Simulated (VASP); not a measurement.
A run of VASP 6.6.1:

Contents of POSCAR:

```
Li
1.0
   -1.7546500000      1.7546500000      1.7546500000
    1.7546500000     -1.7546500000      1.7546500000
    1.7546500000      1.7546500000     -1.7546500000
Li
1
Direct
    0.0000000000      0.0000000000      0.0000000000
```

The input INCAR.step1:

```
PREC = Accurate ; ENCUT = 600
ISMEAR = 1 ; SIGMA = 0.05
LREAL = F ; LASPH = T
NELM = 100 ; GGA = PE
ALGO = Normal ; EDIFF = 1E-4
LWAVE = T ; LCHARG = F
```

The input INCAR.step2:

```
PREC = Accurate ; ENCUT = 600
EDIFF = 1E-6 ; ISMEAR = 1
SIGMA = 0.05 ; LREAL = F
LASPH = T ; NELM = 100
ALGO = Normal ; ISIF = 8
LWAVE = F ; LCHARG = F
METAGGA = R2SCAN ; LMIXTAU = T
IBRION = 2 ; NSW = 80
EDIFFG = -0.01 ; ISTART = 1
```

Contents of KPOINTS:

```
regular mesh
0
Gamma
  10 10 10
```

Potentials or basis: VASP PAW PBE potentials, release 64 (Li_sv).

Command:

```bash
$ cat potpaw_PBE.64/Li_sv/POTCAR > POTCAR
$ cp INCAR.step1 INCAR
$ mpirun -np 1 vasp_std > vasp.out
$ cp INCAR.step2 INCAR
$ mpirun -np 1 vasp_std > vasp.out
```

Hardware: 1 thread of AMD EPYC 7571 (shared host).

Question: Estimate the wall time of this run.

Answer: Wall time 5.4 min on 1 thread of AMD EPYC 7571, with other jobs on the host, peak memory 0.1 GiB. Counts: k points 47, ion steps 4.
